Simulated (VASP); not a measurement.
# C (P6_3mc) in VASP: notebook

Runs on C. Level: PBE. Tasks: single point.

Everything below comes from runs of VASP 6.6.1. Logs are shortened: lines on timing, memory, paths and dates and some standing lists are left out, and cuts for length are marked.

## (1) The cell of the first run

The structure is hexagonal, space group P6_3mc (No. 186). Conventional cell: a = 2.417 Å, b = 2.417 Å, c = 6.441 Å, α = 90.00°, β = 90.00°, γ = 120.00°. C (site symmetry 3m) has 3 C at 1.48 Å within 2.0 Å. C (site symmetry 3m) has 3 C at 1.48 Å within 2.0 Å.

## (2) Single point, PBE (strained)

The input, INCAR:

```
SYSTEM = C
ALGO     = Normal         ! electronic algorithm
EDIFF    = 1E-6           ! SCF threshold, eV
ENCUT    = 520            ! plane-wave cutoff, eV
GGA      = PE             ! functional
ISIF     = 2              ! what is computed and relaxed
ISMEAR   = 0              ! smearing method
LASPH    = .TRUE.         ! aspherical terms in the spheres
LCHARG   = .FALSE.        ! write CHGCAR
LREAL    = .FALSE.        ! projectors in reciprocal space
LWAVE    = .FALSE.        ! write WAVECAR
NBANDS   = 16             ! bands
NELM     = 60             ! most SCF steps
PREC     = Accurate       ! precision mode
SIGMA    = 0.1            ! smearing width, eV
```

The input, KPOINTS:

```
k-points
0
G
  21 21 6
  0 0 0
```

The input, POSCAR:

```
C
1.0
    2.4171408359      0.0000000000      0.0000000000
   -1.2085704179      2.0933053684      0.0000000000
    0.0000000000      0.0000000000      6.4409940000
C
4
Direct
    0.0000000000      0.0000000000     -0.0368188513
    0.0000000000      0.0000000000      0.4631811487
    0.3333333333      0.6666666667      0.0418188513
    0.6666666667      0.3333333333      0.5418188513
```

Potentials or basis: VASP PAW PBE potentials, release 64 (C).

Command:

```console
cat potpaw_PBE.64/C/POTCAR > POTCAR
mpirun -np 1 vasp_std > vasp.out
```

OUTCAR:

```text
SYSTEM = C
   EDIFF = 1E-6
   ENCUT = 520
   GGA = PE
   ISIF = 2
   ISMEAR = 0
   LASPH = .TRUE.
   LREAL = .FALSE.
   NELM = 60
   PREC = Accurate

 ion  position               nearest neighbor table
   1  0.000  0.000  0.963-   3 1.48   3 1.48   3 1.48
   2  0.000  0.000  0.463-   4 1.48   4 1.48   4 1.48
   3  0.333  0.667  0.042-   1 1.48   1 1.48   1 1.48
   4  0.667  0.333  0.542-   2 1.48   2 1.48   2 1.48

  LATTYP: Found a hexagonal cell.
 ALAT       =     2.4171408359
 C/A-ratio  =     2.6647160581

  Lattice vectors:

 A1 = (   2.4171408359,   0.0000000000,   0.0000000000)
 A2 = (  -1.2085704179,   2.0933053684,   0.0000000000)
 A3 = (   0.0000000000,   0.0000000000,   6.4409940000)

Analysis of symmetry for initial positions (statically):
=====================================================================
 Subroutine PRICEL returns:
 Original cell was already a primitive cell.

 Routine SETGRP: Setting up the symmetry group for a
 hexagonal supercell.

 Subroutine GETGRP returns: Found 12 space group operations
 (whereof  6 operations were pure point group operations)
 out of a pool of 24 trial point group operations.

The static configuration has the point symmetry C_3v.
 The point group associated with its full space group is C_6v.

Analysis of symmetry for dynamics (positions and initial velocities):
=====================================================================
 Subroutine PRICEL returns:
 Original cell was already a primitive cell.

 Routine SETGRP: Setting up the symmetry group for a
 hexagonal supercell.

 Subroutine GETGRP returns: Found 12 space group operations
 (whereof  6 operations were pure point group operations)
 out of a pool of 24 trial point group operations.

The dynamic configuration has the point symmetry C_3v.
 The point group associated with its full space group is C_6v.

 Subroutine INISYM returns: Found 12 space group operations
 (whereof  6 operations are pure point group operations),
 and found     1 'primitive' translations

----------------------------------------------------------------------------------------

                                     Primitive cell

  volume of cell :      32.5902

  direct lattice vectors                    reciprocal lattice vectors
     2.417140836  0.000000000  0.000000000     0.413711930  0.238856694  0.000000000
    -1.208570418  2.093305368  0.000000000     0.000000000  0.477713388  0.000000000
     0.000000000  0.000000000  6.440994000     0.000000000  0.000000000  0.155255540

  length of vectors
     2.417140836  2.417140836  6.440994000     0.477713388  0.477713388  0.155255540

  position of ions in fractional coordinates (direct lattice)
     0.000000000  0.000000000  0.963181149
     0.000000000  0.000000000  0.463181149
     0.333333333  0.666666667  0.041818851
     0.666666667  0.333333333  0.541818851

  ion indices of the primitive-cell ions
   primitive index   ion index
                 1           1
                 2           2
                 3           3
                 4           4

----------------------------------------------------------------------------------------

 KPOINTS: k-points

Automatic generation of k-mesh.
 Grid dimensions read from file:
 generate k-points for:   21   21    6

 Generating k-lattice:

  Cartesian coordinates                     Fractional coordinates (reciprocal lattice)
     0.019700568  0.011374128  0.000000000     0.047619048  0.000000000  0.000000000
     0.000000000  0.022748257  0.000000000     0.000000000  0.047619048  0.000000000
     0.000000000  0.000000000  0.025875923     0.000000000  0.000000000  0.166666667

  Length of vectors
     0.022748257  0.022748257  0.025875923

  Shift w.r.t. Gamma in fractional coordinates (k-lattice)
     0.000000000  0.000000000  0.000000000

 Subroutine IBZKPT returns following result:
 ===========================================

 Found    192 irreducible k-points:

 Following reciprocal coordinates:
            Coordinates               Weight
  0.000000  0.000000  0.000000      1.000000
  0.047619 -0.000000  0.000000      6.000000
  0.095238 -0.000000  0.000000      6.000000
  0.142857 -0.000000  0.000000      6.000000
  0.190476 -0.000000  0.000000      6.000000
  0.238095 -0.000000  0.000000      6.000000
[... 16 lines left out ...]
  0.142857  0.095238  0.000000     12.000000
  0.190476  0.095238  0.000000     12.000000
 [... further k-points ...]
   k-points           NKPTS =    192   k-points in BZ     NKDIM =    192   number of bands    NBANDS=     16
   number of dos      NEDOS =    301   number of ions     NIONS =      4
   total plane-waves  NPLWV =  15552
   dimension x,y,z NGX =    18 NGY =   18 NGZ =   48
   dimension x,y,z NGXF=    36 NGYF=   36 NGZF=   96
   ions per type =               4
   NGX,Y,Z   is equivalent  to a cutoff of  12.38, 12.38, 12.39 a.u.
   NGXF,Y,Z  is equivalent  to a cutoff of  24.76, 24.76, 24.78 a.u.
 SYSTEM =  C
   PREC   = accura    normal or accurate (medium, high low for compatibility)
   ISTART =      0    job   : 0-new  1-cont  2-samecut
   ICHARG =      2    charge: 1-file 2-atom 10-const
   ISPIN  =      1    spin polarized calculation?
   LNONCOLLINEAR =      F non collinear calculations
   LSORBIT =      F    spin-orbit coupling
   LASPH  =      T    aspherical Exc in radial PAW
   ENCUT  =  520.0 eV  38.22 Ry    6.18 a.u.   4.49  4.49 11.98*2*pi/ulx,y,z
   NELM   =     60;   NELMIN=  2; NELMDL= -5     # of ELM steps
   EDIFF  = 0.1E-05   stopping-criterion for ELM
   LREAL  =      F    real-space projection
   EDIFFG = 0.1E-04   stopping-criterion for IOM
   NSW    =      0    number of steps for IOM
   IBRION =     -1    ionic relax: 0-MD 1-quasi-New 2-CG
   NFREE  =      0    steps in history (QN), initial steepest desc. (CG)
   ISIF   =      2    stress and relaxation
   ISYM   =      2    0-nonsym 1-usesym 2-fastsym
   POTIM  = 0.5000    time-step for ionic-motion
   TEBEG  =    0.0;   TEEND  =   0.0 temperature during run
   PSTRESS=    0.0 pullay stress
   NELECT =      16.0000    total number of electrons
   NUPDOWN=      -1.0000    fix difference up-down
   EMIN   =  10.00;   EMAX   =-10.00  energy-range for DOS
   EFERMI =   0.00;   METHOD = LEGACY
   ISMEAR =     0;   SIGMA  =   0.10  broadening in eV -4-tet -1-fermi 0-gaus
   EFERMI_NEDOS =   21; number of points for ismear=-14 and -15
   IALGO  =     38    algorithm
   IMIX   =      4    mixing-type and parameters
     AMIX     =   0.40;   BMIX     =  1.00
     AMIX_MAG =   1.60;   BMIX_MAG =  1.00
  volume/ion in A,a.u.               =       8.15        54.98
  Fermi-wavevector in a.u.,A,eV,Ry     =   1.291474  2.440532 22.693228  1.667905
  Thomas-Fermi vector in A             =   2.423242
   LORBIT       =      0    0 simple, 1 ext, 2 COOP (PROOUT), +10 PAW based schemes
   GGA     = PE    functional components
   LHFCALC =     F    Hartree Fock is set to
   AEXX    =    0.0000 exact exchange contribution
   IVDW    =     0    specifies the selected vdW correction
   LEPSILON=     F    determine dielectric tensor
   LRPA    =     F    only Hartree local field effects (RPA)
 non-spin polarized calculation
 Gauss-broadening in eV      SIGMA  =   0.10
  energy-cutoff  :      520.00
  volume of cell :       32.59
 maximum number of plane-waves:       912
 NGX is ok and might be reduce to    18
   NGX =  9   NGY =  9   NGZ = 23

 number of electron      16.0000000 magnetization

 Free energy of the ion-electron system (eV)
  ---------------------------------------------------
  ext. energy  EPLUGINS =         0.00000000
  ---------------------------------------------------
  free energy    TOTEN  =       -32.37002450 eV

  energy without entropy =      -32.36946584  energy(sigma->0) =      -32.36974517

 E-fermi :   4.8693     XC(G=0): -11.0709

 val. band max:        4.8580719033   @ k =   0.3333   0.3333   0.5000
 cond. band min:       4.8921292623   @ k =   0.3333   0.3333   0.3333
 fundamental gap:      0.0340573590
 Fermi energy:         4.8693015953

 k-point     1 :       0.0000    0.0000    0.0000
  band No.  band energies     occupation
      1     -14.0900      2.00000
      2     -13.5937      2.00000
      3      -3.7292      2.00000
      4      -0.3856      2.00000
      5       4.5156      2.00000
      6       4.5156      2.00000
[... 8 lines left out ...]
     15      17.4962      0.00000
     16      18.5965      0.00000

 k-point     2 :       0.0476   -0.0000    0.0000
  band No.  band energies     occupation
      1     -14.0314      2.00000
      2     -13.5365      2.00000
      3      -3.6640      2.00000
      4      -0.3310      2.00000
      5       4.2492      2.00000
      6       4.3093      2.00000
[... 8 lines left out ...]
     15      17.5966      0.00000
     16      18.7192      0.00000

 k-point     3 :       0.0952   -0.0000    0.0000
  band No.  band energies     occupation
      1     -13.8557      2.00000
      2     -13.3650      2.00000
      3      -3.4692      2.00000
      4      -0.1700      2.00000
      5       3.5144      2.00000
      6       3.5959      2.00000
[... 8 lines left out ...]
     15      17.8679      0.00000
     16      19.0695      0.00000

 k-point     4 :       0.1429   -0.0000    0.0000
  band No.  band energies     occupation
      1     -13.5635      2.00000
      2     -13.0798      2.00000
      3      -3.1473      2.00000
      4       0.0825      2.00000
      5       2.4548      2.00000
      6       2.5625      2.00000
[... 8 lines left out ...]
     15      18.1617      0.00000
     16      19.5459      0.00000
[... 324 lines left out ...]
 k-point    22 :       0.0952    0.0952    0.0000
  band No.  band energies     occupation
      1     -13.3886      2.00000
      2     -12.9090      2.00000
      3      -2.9558      2.00000
      4       0.2211      2.00000
      5       2.1335      2.00000
      6       2.1380      2.00000
[... 8 lines left out ...]
     15      18.3858      0.00000
     16      19.4753      0.00000

 k-point    23 :       0.1429    0.0952    0.0000
  band No.  band energies     occupation
      1     -12.9815      2.00000
      2     -12.5115      2.00000
      3      -2.5167      2.00000
      4       0.3637      2.00000
      5       1.0814      2.00000
      6       1.3085      2.00000
[... 8 lines left out ...]
     15      18.4117      0.00000
     16      19.0941      0.00000

 k-point    24 :       0.1905    0.0952    0.0000
  band No.  band energies     occupation
      1     -12.4607      2.00000
      2     -12.0029      2.00000
      3      -1.9854      2.00000
      4      -0.4312      2.00000
      5      -0.0909      2.00000
      6       1.3162      2.00000
[... 8 lines left out ...]
     15      17.8166      0.00000
     16      19.2868      0.00000

 [... further k-points ...]

------------------------ aborting loop because EDIFF is reached ----------------------------------------

  FORCE on cell =-STRESS in cart. coord.  units (eV):
  Direction    XX          YY          ZZ          XY          YZ          ZX
  --------------------------------------------------------------------------------------
  -------------------------------------------------------------------------------------
  Total        5.4105243      5.4105243     -7.9861261      0.0000000     -0.0000000      0.0000000
  in kB      265.9882772    265.9882772   -392.6081484      0.0000000     -0.0000000      0.0000000
  external PRESSURE =      46.4561353 kB  Pullay stress =       0.0000000 kB

 VOLUME and BASIS-vectors are now :
 -----------------------------------------------------------------------------
  energy-cutoff  :      520.00
  volume of cell :       32.59
      direct lattice vectors                 reciprocal lattice vectors
     2.417140836  0.000000000  0.000000000     0.413711930  0.238856694  0.000000000
    -1.208570418  2.093305368  0.000000000     0.000000000  0.477713388  0.000000000
     0.000000000  0.000000000  6.440994000     0.000000000  0.000000000  0.155255540

 POSITION                                       TOTAL-FORCE (eV/Angst)
 -----------------------------------------------------------------------------------
      0.00000      0.00000      6.20384        -0.000000     -0.000000      8.590808
      0.00000      0.00000      2.98335         0.000000     -0.000000      8.590808
     -0.00000      1.39554      0.26935        -0.000000      0.000000     -8.590808
      1.20857      0.69777      3.48985         0.000000     -0.000000     -8.590808
 -----------------------------------------------------------------------------------
    total drift:                                0.000000      0.000000      0.000441

  FREE ENERGIE OF THE ION-ELECTRON SYSTEM (eV)
  ---------------------------------------------------
  free  energy   TOTEN  =       -32.3700244974 eV

  energy  without entropy=      -32.3694658433  energy(sigma->0) =      -32.36974517
```

Run time: 2.4 min. Hardware: 1 thread of Intel Xeon 8259CL, shared host; peak memory 0.19 GiB.

What came out:

- Free energy: -32.3700 eV
- Pressure: 4.6 GPa
- Largest force: 8.591 eV/Å
- Band gap on the k mesh: zero (bands 8 and 9 overlap by 0.06 eV)

Forces on the atoms (eV/Å):
```
C    0.000  0.000  8.591
C    0.000  0.000  8.591
C    0.000  0.000 -8.591
C    0.000  0.000 -8.591
```

Stress tensor (GPa, compression positive):
```
 26.60   0.00   0.00
  0.00  26.60   0.00
  0.00   0.00 -39.26
```

Caveat: the cell differs from its parent crystal (strained); the stress differs along the axes, from -39 to 27 GPa; this functional lacks dispersion, which binds layers or chains, so the pressure and a relaxed spacing across them are unreliable; forces of over 1 eV/Å act on the atoms, so gaps and moduli don't describe the material at rest.

(Part 1 of 2 ends here.)

The gap in the log of VASP goes by the Fermi energy; the results here count the filled bands.